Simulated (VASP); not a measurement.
# Ti (P6_3/mmc) in VASP: notebook, part 3 of 3

VASP 6.6.1.

## (4) Elastic constants, LDA

INCAR reads:

```
  ALGO = Fast
  EDIFF = 1E-8
  ENCUT = 600
  IBRION = 6
  ISIF = 3
  ISMEAR = -1
  LASPH = T
  LCHARG = F
  LREAL = F
  LWAVE = F
  NBANDS = 19
  NELM = 80
  NFREE = 2
  NSW = 1
  POTIM = 0.015
  PREC = Accurate
  SIGMA = 0.05
```

KPOINTS reads:

```
k-points
0
Gamma
  7 7 5
```

POSCAR reads:

```
Ti
1.0
    2.9500000000      0.0000000000      0.0000000000
   -1.4750000000      2.5547749412      0.0000000000
    0.0000000000      0.0000000000      4.6800000000
Ti
2
Direct
    0.6666666667      0.3333333333      0.7500000000
    0.3333333333      0.6666666667      0.2500000000
```

Potentials or basis: VASP PAW LDA potentials, release 64 (Ti_sv).

Launch:

```
$ cat potpaw_LDA.64/Ti_sv/POTCAR > POTCAR
$ mpirun -np 1 vasp_std > vasp.out
```

OUTCAR:

```text
EDIFF = 1E-8
   ENCUT = 600
   IBRION = 6
   ISIF = 3
   ISMEAR = -1
   LASPH = T
   LREAL = F
   NELM = 80
   NFREE = 2
   NSW = 1
   POTIM = 0.015
   PREC = Accurate

 ion  position               nearest neighbor table
   1  0.667  0.333  0.750-   2 2.89   2 2.89   2 2.89   2 2.89   2 2.89   2 2.89
   2  0.333  0.667  0.250-   1 2.89   1 2.89   1 2.89   1 2.89   1 2.89   1 2.89

  LATTYP: Found a hexagonal cell.
 ALAT       =     2.9500000000
 C/A-ratio  =     1.5864406780

  Lattice vectors:

 A1 = (   2.9500000000,   0.0000000000,   0.0000000000)
 A2 = (  -1.4750000000,   2.5547749412,   0.0000000000)
 A3 = (   0.0000000000,   0.0000000000,   4.6800000000)

Analysis of symmetry for initial positions (statically):
=====================================================================
 Subroutine PRICEL returns:
 Original cell was already a primitive cell.

 Routine SETGRP: Setting up the symmetry group for a
 hexagonal supercell.

 Subroutine GETGRP returns: Found 24 space group operations
 (whereof 12 operations were pure point group operations)
 out of a pool of 24 trial point group operations.

The static configuration has the point symmetry D_3d.
 The point group associated with its full space group is D_6h.

Analysis of symmetry for dynamics (positions and initial velocities):
=====================================================================
 Subroutine PRICEL returns:
 Original cell was already a primitive cell.

 Routine SETGRP: Setting up the symmetry group for a
 hexagonal supercell.

 Subroutine GETGRP returns: Found 24 space group operations
 (whereof 12 operations were pure point group operations)
 out of a pool of 24 trial point group operations.

The dynamic configuration has the point symmetry D_3d.
 The point group associated with its full space group is D_6h.

 Subroutine INISYM returns: Found 24 space group operations
 (whereof 12 operations are pure point group operations),
 and found     1 'primitive' translations

----------------------------------------------------------------------------------------

                                     Primitive cell

  volume of cell :      35.2712

  direct lattice vectors                    reciprocal lattice vectors
     2.950000000  0.000000000  0.000000000     0.338983051  0.195711956  0.000000000
    -1.475000000  2.554774941  0.000000000     0.000000000  0.391423911  0.000000000
[... 236 lines left out ...]
  free  energy   TOTEN  =       -17.0265792120 eV

  energy  without entropy=      -17.0026611789  energy(sigma->0) =      -17.01462020

[... ionic steps 4 to 14 ...]

--------------------------------------- Ionic step       15  -------------------------------------------

 number of electron      23.9999997 magnetization

------------------------ aborting loop because EDIFF is reached ----------------------------------------
[... 67 lines left out ...]
--------------------------------------- Ionic step       17  -------------------------------------------

 number of electron      23.9999998 magnetization

 Free energy of the ion-electron system (eV)
  ---------------------------------------------------
  ext. energy  EPLUGINS =         0.00000000
  ---------------------------------------------------
  free energy    TOTEN  =       -16.99824874 eV

  energy without entropy =      -16.97369983  energy(sigma->0) =      -16.98597428

 E-fermi :   7.9578     XC(G=0): -11.7122

 val. band max:        7.9093990645   @ k =   0.2857   0.2857   0.4000
 cond. band min:       7.9674267828   @ k =   0.1429   0.0000   0.4000
 fundamental gap:      0.0580277183
 Fermi energy:         7.9577924984

 k-point     1 :       0.0000    0.0000    0.0000
  band No.  band energies     occupation
      1     -48.2676      2.00000
      2     -48.1321      2.00000
      3     -25.2289      2.00000
      4     -24.5988      2.00000
      5     -24.5988      2.00000
      6     -24.5341      2.00000
[... 505 lines left out ...]
      6     -24.8043      2.00000
[... 11 lines left out ...]
     18      11.2355      0.00000
     19      13.3883      0.00000

 [... further k-points ...]
[... 5 lines left out ...]
  --------------------------------------------------------------------------------------
  -------------------------------------------------------------------------------------
  Total       -2.1351768     -2.1351768     -2.0570540      0.0000000      0.0000000      0.0000000
  in kB      -96.9893183    -96.9893183    -93.4406320      0.0000000      0.0000000      0.0000000
  external PRESSURE =     -95.8064229 kB  Pullay stress =       0.0000000 kB
[... 17 lines left out ...]
  FREE ENERGIE OF THE ION-ELECTRON SYSTEM (eV)
  ---------------------------------------------------
  free  energy   TOTEN  =       -16.9982487360 eV

  energy  without entropy=      -16.9736998333  energy(sigma->0) =      -16.98597428

 INTERNAL STRAIN TENSORS FROM STRAINED CELLS
 ============================================

 INTERNAL STRAIN TENSOR FOR ION    1 for displacements in x,y,z  (eV/Angst):
          X           Y           Z          XY          YZ          ZX
  --------------------------------------------------------------------------------
  x    -0.00000     0.00000     0.00000     2.48862     0.00000    -0.00000
  y     2.48770    -2.47650     0.00000     0.00127    -0.00063     0.00073
  z     0.00000     0.00000     0.00000     0.00000    -0.00458     0.00000

 INTERNAL STRAIN TENSORS FROM DISPLACED ATOMS
 ============================================

 INTERNAL STRAIN TENSOR FOR ION    1 for displacements in x,y,z  (eV/Angst):
          X           Y           Z          XY          YZ          ZX
  --------------------------------------------------------------------------------
  x     0.00000     0.00000     0.00000     2.51605     0.00000     0.00000
  y     2.51605    -2.51605     0.00000    -0.00000     0.00000     0.00000
  z     0.00000    -0.00000    -0.00000     0.00000     0.00000     0.00000

 INTERNAL STRAIN TENSOR FOR ION    2 for displacements in x,y,z  (eV/Angst):
          X           Y           Z          XY          YZ          ZX
  --------------------------------------------------------------------------------
  x     0.00000     0.00000     0.00000    -2.51605     0.00000     0.00000
  y    -2.51605     2.51605    -0.00000     0.00000     0.00000     0.00000
  z     0.00000     0.00000     0.00000     0.00000     0.00000     0.00000

 Eigenvectors and eigenvalues of the dynamical matrix
 ----------------------------------------------------

   1 f  =    3.470101 THz    21.803288 2PiTHz  115.750114 cm-1    14.351179 meV
             X         Y         Z           dx          dy          dz
      1.475000  0.851592  3.510000    -0.000001    0.707107    0.000000
     -0.000000  1.703183  1.170000     0.000001   -0.707107    0.000000
[... 16 lines left out ...]
   5 f  =    0.000000 THz     0.000000 2PiTHz    0.000000 cm-1     0.000000 meV
             X         Y         Z           dx          dy          dz
      1.475000  0.851592  3.510000     0.000000   -0.000000    0.707107
     -0.000000  1.703183  1.170000    -0.000000    0.000000    0.707107

   6 f/i=    0.000000 THz     0.000000 2PiTHz    0.000000 cm-1     0.000000 meV
             X         Y         Z           dx          dy          dz
      1.475000  0.851592  3.510000    -0.234178    0.667203    0.000000
     -0.000000  1.703183  1.170000    -0.234178    0.667203    0.000000

--------------------------------------------------------------------------------------------------------

 ELASTIC MODULI CONTR FROM IONIC RELAXATION (kBar)
 Direction    XX          YY          ZZ          XY          YZ          ZX
 --------------------------------------------------------------------------------
 XX        -243.7935    243.7935     -0.0000      0.0000      0.0000      0.0000
 YY         243.7935   -243.7935      0.0000     -0.0000      0.0000      0.0000
 ZZ          -0.0000      0.0000     -0.0000      0.0000      0.0000      0.0000
 XY           0.0000     -0.0000      0.0000   -243.7935      0.0000      0.0000
 YZ           0.0000      0.0000      0.0000      0.0000      0.0000      0.0000
 ZX           0.0000      0.0000      0.0000      0.0000      0.0000      0.0000
 --------------------------------------------------------------------------------

 TOTAL ELASTIC MODULI (kBar)
 Direction    XX          YY          ZZ          XY          YZ          ZX
 --------------------------------------------------------------------------------
 XX        1317.5926    805.3604    748.6201      0.0000      0.0000     -0.0000
 YY         805.3604   1317.5926    748.6201     -0.0000      0.0000      0.0000
 ZZ         748.6201    748.6201   1552.3070      0.0000      0.0000      0.0000
 XY           0.0000     -0.0000      0.0000    256.1161     -0.0000      0.0000
 YZ           0.0000      0.0000      0.0000      0.0000    308.0812      0.0000
 ZX           0.0000     -0.0000      0.0000      0.0000      0.0000    308.0813
 --------------------------------------------------------------------------------
```

OSZICAR:

```text
N       E                     dE             d eps       ncg     rms          rms(c)
DAV:   1     0.275347129863E+03    0.27535E+03   -0.13951E+04   912   0.171E+03
DAV:   2     0.116159298777E+02   -0.26373E+03   -0.25961E+03   927   0.467E+02
DAV:   3    -0.179739945525E+02   -0.29590E+02   -0.29171E+02  1715   0.127E+02
[... 642 lines left out ...]
RMM:  27    -0.169976079251E+02   -0.25818E-06   -0.29238E-06  2925   0.614E-03    0.253E-04
RMM:  28    -0.169976081502E+02   -0.22509E-06   -0.25339E-06  3037   0.559E-03    0.301E-04
RMM:  29    -0.169976083093E+02   -0.15911E-06   -0.18315E-06  2840   0.503E-03    0.337E-04
RMM:  30    -0.169976084484E+02   -0.13911E-06   -0.15847E-06  2843   0.460E-03    0.339E-04
RMM:  31    -0.169976085482E+02   -0.99817E-07   -0.11633E-06  2786   0.424E-03    0.371E-04
RMM:  32    -0.169976086346E+02   -0.86379E-07   -0.99313E-07  2725   0.390E-03    0.406E
```

stdout:

```text
POSCAR found type information on POSCAR Ti
 POSCAR found :  1 types and       2 ions
[... 28 lines left out ...]
 num prob  num prob  num prob  num prob  num prob  num prob  num prob  num prob  num prob  num prob  num prob  num prob  num prob  num prob  num prob  num prob  num prob  num prob  num prob  num prob  num prob  num prob  num prob  num prob  num prob  num prob  num prob  num prob  num prob  num prob  num prob  num prob  num prob  num prob  num prob  num prob  num prob  num prob  num prob  num prob  num prob  num prob RMM:  42    -0.169983611660E+02   -0.11237E-06   -0.14866E-06   923   0.500E-03    0.532E-03
 num prob  num prob  num prob  num prob  num prob  num prob  num prob  num prob  num prob  num prob  num prob  num prob  num prob  num prob  num prob  num prob  num prob  num prob  num prob  num prob  num prob  num prob  num prob  num prob  num prob  num prob  num prob  num prob  num prob  num prob  nu
```

It took 27 min on 1 thread of Intel Xeon 6975P-C, shared host; peak memory 0.24 GiB.

Results:

| Quantity | Value |
| --- | --- |
| Voigt bulk modulus | 98 GPa |
| Highest phonon frequency at Γ | 116 cm⁻¹ |

Phonon frequencies in cm⁻¹ (negative: imaginary):
```tsv
q point	frequencies
(0.000, 0.000, 0.000)	0 0 0 108 116 116
```

Elastic tensor in Voigt notation (GPa, in the Cartesian axes of the cell as first typed):
```
132  81  75   0   0   0
 81 132  75   0   0   0
 75  75 155   0   0   0
  0   0   0  31   0   0
  0   0   0   0  31   0
  0   0   0   0   0  26
```

Clamped-ion elastic tensor (GPa):
```
156  56  75   0   0   0
 56 156  75   0   0   0
 75  75 155   0   0   0
  0   0   0  31   0   0
  0   0   0   0  31   0
  0   0   0   0   0  50
```

Caveat: the cell is under stress, which shifts elastic constants.
